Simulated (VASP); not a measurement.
# MgB2 (P6/mmm) in VASP: further runs

The runs below take MgB2 through electric field gradients, with LDA.

All numbers are computed with VASP 6.6.1; they aren't measurements. Logs are shortened: lines on timing, memory, paths and dates and some standing lists are left out, and cuts for length are marked.

**1. The cell of the first run**

Symmetry: P6/mmm, No. 191, hexagonal system. The conventional cell has a = 3.095 Å, b = 3.095 Å, c = 3.535 Å, α = 90.00°, β = 90.00°, γ = 120.00°. Within 3.3 Å of Mg (site symmetry 6/mmm) lie 12 B at 2.51 Å and 6 Mg at 3.10 Å. Within 2.4 Å of B (site symmetry -6m2) lie 3 B at 1.79 Å.

**2. Electric field gradients, LDA (volume scaled by 1.01)**

Contents of INCAR:

```
PREC = Accurate
ENCUT = 520
EDIFF = 1E-8
ISMEAR = -1
SIGMA = 0.05
LREAL = False
LASPH = True
NELM = 80
ALGO = Normal
ISIF = 2
LWAVE = False
LCHARG = False
LEFG = True
NBANDS = 11
```

Contents of KPOINTS:

```
regular mesh
0
Gamma
  15 15 12
```

Contents of POSCAR:

```
MgB2
1.0
    3.0952499526      0.0000000000      0.0000000000
   -1.5476249763      2.6805650900      0.0000000000
    0.0000000000      0.0000000000      3.5347044049
Mg B
1 2
Direct
    0.0000000000      0.0000000000      0.0000000000
    0.3333333333      0.6666666667      0.5000000000
    0.6666666667      0.3333333333      0.5000000000
```

Potentials or basis: VASP PAW LDA potentials, release 64 (Mg, B).

Launch:

```bash
$ cat potpaw_LDA.64/Mg/POTCAR potpaw_LDA.64/B/POTCAR > POTCAR
$ mpirun -np 1 vasp_std > vasp.out
```

OUTCAR:

```text
PREC = Accurate
   ENCUT = 520
   EDIFF = 1E-8
   ISMEAR = -1
   LREAL = False
   LASPH = True
   NELM = 80
   ISIF = 2

 ion  position               nearest neighbor table
   1  0.000  0.000  0.000-   2 2.51   3 2.51   2 2.51   3 2.51   2 2.51   2 2.51   3 2.51   3 2.51
                             3 2.51   3 2.51   2 2.51   2 2.51
   2  0.333  0.667  0.500-   3 1.79   3 1.79   3 1.79   1 2.51   1 2.51   1 2.51   1 2.51   1 2.51
                             1 2.51
   3  0.667  0.333  0.500-   2 1.79   2 1.79   2 1.79   1 2.51   1 2.51   1 2.51   1 2.51   1 2.51
                             1 2.51

  LATTYP: Found a hexagonal cell.
 ALAT       =     3.0952499526
 C/A-ratio  =     1.1419770484

  Lattice vectors:

 A1 = (   3.0952499526,   0.0000000000,   0.0000000000)
 A2 = (  -1.5476249763,   2.6805650900,   0.0000000000)
 A3 = (   0.0000000000,   0.0000000000,   3.5347044049)

Analysis of symmetry for initial positions (statically):
=====================================================================
 Subroutine PRICEL returns:
 Original cell was already a primitive cell.

 Routine SETGRP: Setting up the symmetry group for a
 hexagonal supercell.

 Subroutine GETGRP returns: Found 24 space group operations
 (whereof 24 operations were pure point group operations)
 out of a pool of 24 trial point group operations.

The static configuration has the point symmetry D_6h.

Analysis of symmetry for dynamics (positions and initial velocities):
=====================================================================
 Subroutine PRICEL returns:
 Original cell was already a primitive cell.

 Routine SETGRP: Setting up the symmetry group for a
 hexagonal supercell.

 Subroutine GETGRP returns: Found 24 space group operations
 (whereof 24 operations were pure point group operations)
 out of a pool of 24 trial point group operations.

The dynamic configuration has the point symmetry D_6h.

 Subroutine INISYM returns: Found 24 space group operations
 (whereof 24 operations are pure point group operations),
 and found     1 'primitive' translations

----------------------------------------------------------------------------------------

                                     Primitive cell

  volume of cell :      29.3275

  direct lattice vectors                    reciprocal lattice vectors
     3.095249953  0.000000000  0.000000000     0.323075685  0.186527834  0.000000000
    -1.547624976  2.680565090  0.000000000     0.000000000  0.373055668  0.000000000
     0.000000000  0.000000000  3.534704405     0.000000000  0.000000000  0.282909088

  length of vectors
     3.095249953  3.095249953  3.534704405     0.373055668  0.373055668  0.282909088

  position of ions in fractional coordinates (direct lattice)
     0.000000000  0.000000000  0.000000000
     0.333333333  0.666666667  0.500000000
     0.666666667  0.333333333  0.500000000

  ion indices of the primitive-cell ions
   primitive index   ion index
                 1           1
                 2           2
                 3           3

----------------------------------------------------------------------------------------

 KPOINTS: regular mesh

Automatic generation of k-mesh.
 Grid dimensions read from file:
 generate k-points for:   15   15   12

 Generating k-lattice:

  Cartesian coordinates                     Fractional coordinates (reciprocal lattice)
     0.021538379  0.012435189  0.000000000     0.066666667 -0.000000000  0.000000000
     0.000000000  0.024870378  0.000000000     0.000000000  0.066666667  0.000000000
     0.000000000  0.000000000  0.023575757     0.000000000  0.000000000  0.083333333

  Length of vectors
     0.024870378  0.024870378  0.023575757

[... 37 lines left out ...]
   total plane-waves  NPLWV =  16128
   dimension x,y,z NGX =    24 NGY =   24 NGZ =   28
   dimension x,y,z NGXF=    48 NGYF=   48 NGZF=   56
   ions per type =               1   2
   NGX,Y,Z   is equivalent  to a cutoff of  12.89, 12.89, 13.17 a.u.
   NGXF,Y,Z  is equivalent  to a cutoff of  25.78, 25.78, 26.34 a.u.
 SYSTEM =  unknown system
   PREC   = accura    normal or accurate (medium, high low for compatibility)
   ISTART =      0    job   : 0-new  1-cont  2-samecut
   ICHARG =      2    charge: 1-file 2-atom 10-const
   ISPIN  =      1    spin polarized calculation?
   LNONCOLLINEAR =      F non collinear calculations
   LSORBIT =      F    spin-orbit coupling
   LASPH  =      T    aspherical Exc in radial PAW
   ENCUT  =  520.0 eV  38.22 Ry    6.18 a.u.   5.76  5.76  6.57*2*pi/ulx,y,z
   NELM   =     80;   NELMIN=  2; NELMDL= -5     # of ELM steps
   EDIFF  = 0.1E-07   stopping-criterion for ELM
   LREAL  =      F    real-space projection
   EDIFFG = 0.1E-06   stopping-criterion for IOM
   NSW    =      0    number of steps for IOM
   IBRION =     -1    ionic relax: 0-MD 1-quasi-New 2-CG
   NFREE  =      0    steps in history (QN), initial steepest desc. (CG)
   ISIF   =      2    stress and relaxation
   ISYM   =      2    0-nonsym 1-usesym 2-fastsym
   POTIM  = 0.5000    time-step for ionic-motion
   TEBEG  =    0.0;   TEEND  =   0.0 temperature during run
   PSTRESS=    0.0 pullay stress
   NELECT =       8.0000    total number of electrons
   NUPDOWN=      -1.0000    fix difference up-down
   EMIN   =  10.00;   EMAX   =-10.00  energy-range for DOS
   EFERMI =   0.00;   METHOD = LEGACY
   ISMEAR =    -1;   SIGMA  =   0.05  broadening in eV -4-tet -1-fermi 0-gaus
   EFERMI_NEDOS =   21; number of points for ismear=-14 and -15
   IALGO  =     38    algorithm
   IMIX   =      4    mixing-type and parameters
     AMIX     =   0.40;   BMIX     =  1.00
     AMIX_MAG =   1.60;   BMIX_MAG =  1.00
  volume/ion in A,a.u.               =       9.78        65.97
  Fermi-wavevector in a.u.,A,eV,Ry     =   1.061728  2.006374 15.337378  1.127265
  Thomas-Fermi vector in A             =   2.197154
   LORBIT       =      0    0 simple, 1 ext, 2 COOP (PROOUT), +10 PAW based schemes
   GGA     = CA    functional components
   LHFCALC =     F    Hartree Fock is set to
   AEXX    =    0.0000 exact exchange contribution
   IVDW    =     0    specifies the selected vdW correction
   LEPSILON=     F    determine dielectric tensor
   LRPA    =     F    only Hartree local field effects (RPA)
 non-spin polarized calculation
  energy-cutoff  :      520.00
  volume of cell :       29.33
 maximum number of plane-waves:       806
 NGX is ok and might be reduce to    24
   NGX = 11   NGY = 11   NGZ = 13

 number of electron       8.0000000 magnetization

 Free energy of the ion-electron system (eV)
  ---------------------------------------------------
  ext. energy  EPLUGINS =         0.00000000
  ---------------------------------------------------
  free energy    TOTEN  =       -17.23350182 eV

  energy without entropy =      -17.22678917  energy(sigma->0) =      -17.23014549

 E-fermi :   5.1291     XC(G=0): -11.0549

 val. band max:        5.1290539935   @ k =   0.3333   0.2000   0.0833
 cond. band min:       5.1696722693   @ k =   0.3333   0.2000   0.3333
 fundamental gap:      0.0406182758
 Fermi energy:         5.1291327749

 k-point     1 :       0.0000    0.0000    0.0000
  band No.  band energies     occupation
      1      -7.0871      2.00000
      2       2.2361      2.00000
      3       5.4895      0.00148
      4       5.4895      0.00148
      5       6.7644      0.00000
      6      11.3640      0.00000
      7      11.3640      0.00000
      8      13.2512      0.00000
      9      14.8721      0.00000
     10      17.5553      0.00000
     11      21.0538      0.00000
[... 309 lines left out ...]
 k-point    24 :       0.4000    0.2000    0.0000
  band No.  band energies     occupation
      1      -2.7748      2.00000
      2      -2.1395      2.00000
      3       0.7812      2.00000
      4       5.9302      0.00000
      5       7.8428      0.00000
      6      10.7141      0.00000
      7      11.0277      0.00000
      8      12.9620      0.00000
      9      14.5052      0.00000
     10      16.7268      0.00000
     11      18.6124      0.00000

 [... further k-points ...]
[... 5 lines left out ...]
  --------------------------------------------------------------------------------------
  -------------------------------------------------------------------------------------
  Total       -1.9230285     -1.9230285     -1.3810950      0.0000000     -0.0000000     -0.0000000
  in kB     -105.0560640   -105.0560640    -75.4499503      0.0000000     -0.0000000     -0.0000000
  external PRESSURE =     -95.1873594 kB  Pullay stress =       0.0000000 kB

 VOLUME and BASIS-vectors are now :
 -----------------------------------------------------------------------------
  energy-cutoff  :      520.00
  volume of cell :       29.33
      direct lattice vectors                 reciprocal lattice vectors
     3.095249953  0.000000000  0.000000000     0.323075685  0.186527834  0.000000000
    -1.547624976  2.680565090  0.000000000     0.000000000  0.373055668  0.000000000
     0.000000000  0.000000000  3.534704405     0.000000000  0.000000000  0.282909088

 POSITION                                       TOTAL-FORCE (eV/Angst)
 -----------------------------------------------------------------------------------
      0.00000      0.00000      0.00000         0.000000     -0.000000      0.000000
     -0.00000      1.78704      1.76735         0.000000     -0.000000      0.000000
      1.54762      0.89352      1.76735        -0.000000      0.000000     -0.000000
 -----------------------------------------------------------------------------------
    total drift:                                0.000000     -0.000000      0.000000

  FREE ENERGIE OF THE ION-ELECTRON SYSTEM (eV)
  ---------------------------------------------------
  free  energy   TOTEN  =       -17.2335018200 eV

  energy  without entropy=      -17.2267891671  energy(sigma->0) =      -17.23014549

 Electric field gradients (V/A^2)
---------------------------------------------------------------------
 ion       V_xx      V_yy      V_zz      V_xy      V_xz      V_yz
---------------------------------------------------------------------
   1       0.297     0.297    -0.594    -0.000    -0.000    -0.000
   2      -9.793    -9.793    19.586     0.000     0.000     0.000
   3      -9.793    -9.793    19.586     0.000     0.000     0.000
---------------------------------------------------------------------

 Electric field gradients after diagonalization (V/A^2)
 (convention: |V_zz| > |V_xx| > |V_yy|)
----------------------------------------------------------------------
 ion       V_xx      V_yy      V_zz     asymmetry (V_yy - V_xx)/ V_zz
----------------------------------------------------------------------
   1       0.297     0.297    -0.594       0.000
   2      -9.793    -9.793    19.586       0.000
   3      -9.793    -9.793    19.586       0.000
----------------------------------------------------------------------

           NMR quadrupolar parameters

 Cq : quadrupolar parameter    Cq=e*Q*V_zz/h
 eta: asymmetry parameters     (V_yy - V_xx)/ V_zz
 Q  : nuclear electric quadrupole moment in mb (millibarn)
----------------------------------------------------------------------
 ion       Cq(MHz)       eta       Q (mb)
----------------------------------------------------------------------
   1      -0.001       0.000       1.000
   2       0.047       0.000       1.000
   3       0.047       0.000       1.000
----------------------------------------------------------------------
```

Wall time 16 s (1 thread of Intel Xeon 6975P-C (Granite Rapids), shared host); peak memory 0.18 GiB.

What came out:

```
Free energy            : -17.2335 eV
Pressure               : -9.5 GPa
Band gap on the k mesh : zero (band 4 reaches 6.93 eV, above the bottom of band 5 at 3.16 eV)
```

Electric field gradients, principal values (V/Å²):
| atom | least | middle | greatest (by size) |
| --- | --- | --- | --- |
| 1 Mg | 0.297 | 0.297 | -0.594 |
| 2 B | -9.793 | -9.793 | 19.586 |
| 3 B | -9.793 | -9.793 | 19.586 |

Caveat: without QUAD_EFG the Cq values of the log hold for a quadrupole moment of 1 mb, not for the nuclei.

**3. Electric field gradients, LDA (volume scaled by 1.04)**

Contents of INCAR:

```
  PREC = Accurate
  ENCUT = 520
  EDIFF = 1E-8
  ISMEAR = -1
  SIGMA = 0.05
  LREAL = F
  LASPH = T
  NELM = 80
  ALGO = Normal
  ISIF = 2
  LWAVE = F
  LCHARG = F
  LEFG = T
  NBANDS = 11
```

Contents of KPOINTS:

```
Automatic mesh
0
Gamma
  15 15 12
```

Contents of POSCAR:

```
MgB2
1.0
    3.1255974756      0.0000000000      0.0000000000
   -1.5627987378      2.7068468159      0.0000000000
    0.0000000000      0.0000000000      3.5693605797
Mg B
1 2
Direct
    0.0000000000      0.0000000000      0.0000000000
    0.3333333333      0.6666666667      0.5000000000
    0.6666666667      0.3333333333      0.5000000000
```

Potentials or basis: VASP PAW LDA potentials, release 64 (Mg, B).

Launch:

```bash
$ cat potpaw_LDA.64/Mg/POTCAR potpaw_LDA.64/B/POTCAR > POTCAR
$ mpirun -np 1 vasp_std > vasp.out
```

OUTCAR:

```text
PREC = Accurate
   ENCUT = 520
   EDIFF = 1E-8
   ISMEAR = -1
   LREAL = F
   LASPH = T
   NELM = 80
   ISIF = 2

 ion  position               nearest neighbor table
   1  0.000  0.000  0.000-   2 2.54   3 2.54   2 2.54   3 2.54   3 2.54   3 2.54   2 2.54   2 2.54
                             3 2.54   3 2.54   2 2.54   2 2.54
   2  0.333  0.667  0.500-   3 1.80   3 1.80   3 1.80   1 2.54   1 2.54   1 2.54   1 2.54   1 2.54
                             1 2.54
   3  0.667  0.333  0.500-   2 1.80   2 1.80   2 1.80   1 2.54   1 2.54   1 2.54   1 2.54   1 2.54
                             1 2.54

  LATTYP: Found a hexagonal cell.
 ALAT       =     3.1255974756
 C/A-ratio  =     1.1419770484

  Lattice vectors:

 A1 = (   3.1255974756,   0.0000000000,   0.0000000000)
 A2 = (  -1.5627987378,   2.7068468159,   0.0000000000)
 A3 = (   0.0000000000,   0.0000000000,   3.5693605797)

Analysis of symmetry for initial positions (statically):
=====================================================================
 Subroutine PRICEL returns:
[... 537 lines left out ...]
 POSITION                                       TOTAL-FORCE (eV/Angst)
 -----------------------------------------------------------------------------------
      0.00000      0.00000      0.00000         0.000000     -0.000000      0.000000
     -0.00000      1.80456      1.78468         0.000000     -0.000000      0.000000
      1.56280      0.90228      1.78468        -0.000000      0.000000      0.000000
 -----------------------------------------------------------------------------------
    total drift:                                0.000000     -0.000000      0.000000

  FREE ENERGIE OF THE ION-ELECTRON SYSTEM (eV)
  ---------------------------------------------------
  free  energy   TOTEN  =       -17.1719899680 eV

  energy  without entropy=      -17.1651276445  energy(sigma->0) =      -17.16855881

 Electric field gradients (V/A^2)
---------------------------------------------------------------------
 ion       V_xx      V_yy      V_zz      V_xy      V_xz      V_yz
---------------------------------------------------------------------
   1       0.264     0.264    -0.529    -0.000    -0.000     0.000
   2      -9.720    -9.720    19.440     0.000     0.000    -0.000
   3      -9.720    -9.720    19.440     0.000     0.000     0.000
---------------------------------------------------------------------

 Electric field gradients after diagonalization (V/A^2)
 (convention: |V_zz| > |V_xx| > |V_yy|)
----------------------------------------------------------------------
 ion       V_xx      V_yy      V_zz     asymmetry (V_yy - V_xx)/ V_zz
----------------------------------------------------------------------
   1       0.264     0.264    -0.529       0.000
   2      -9.720    -9.720    19.440       0.000
   3      -9.720    -9.720    19.440       0.000
----------------------------------------------------------------------

           NMR quadrupolar parameters

 Cq : quadrupolar parameter    Cq=e*Q*V_zz/h
 eta: asymmetry parameters     (V_yy - V_xx)/ V_zz
 Q  : nuclear electric quadrupole moment in mb (millibarn)
----------------------------------------------------------------------
 ion       Cq(MHz)       eta       Q (mb)
----------------------------------------------------------------------
   1      -0.001       0.000       1.000
   2       0.047       0.000       1.000
   3       0.047       0.000       1.000
----------------------------------------------------------------------
```

It took 17 s on 1 thread of Intel Xeon 6975P-C (Granite Rapids), shared host; peak memory 0.18 GiB.

What came out:

```
Free energy            : -17.1720 eV
Pressure               : -13.1 GPa
Band gap on the k mesh : zero (band 4 reaches 6.70 eV, above the bottom of band 5 at 3.00 eV)
```

Levels at points of the mesh, in eV from the Fermi level:
```tsv
k point	band 1	band 2	band 3	band 4	band 5	band 6	band 7	band 8
(0.00, 0.00, 0.00)	-12.04	-2.83	0.34	0.34	1.56	6.11	6.11	7.81
(0.00, 0.00, 0.50)	-10.80	-7.22	0.70	0.70	6.47	6.47	7.67	9.42
```

Electric field gradients, principal values (V/Å²):
| atom | least | middle | greatest (by size) |
| --- | --- | --- | --- |
| 1 Mg | 0.264 | 0.264 | -0.529 |
| 2 B | -9.720 | -9.720 | 19.440 |
| 3 B | -9.720 | -9.720 | 19.440 |

Caveat: without QUAD_EFG the Cq values of the log hold for a quadrupole moment of 1 mb, not for the nuclei.

[end of part 1 of 2]
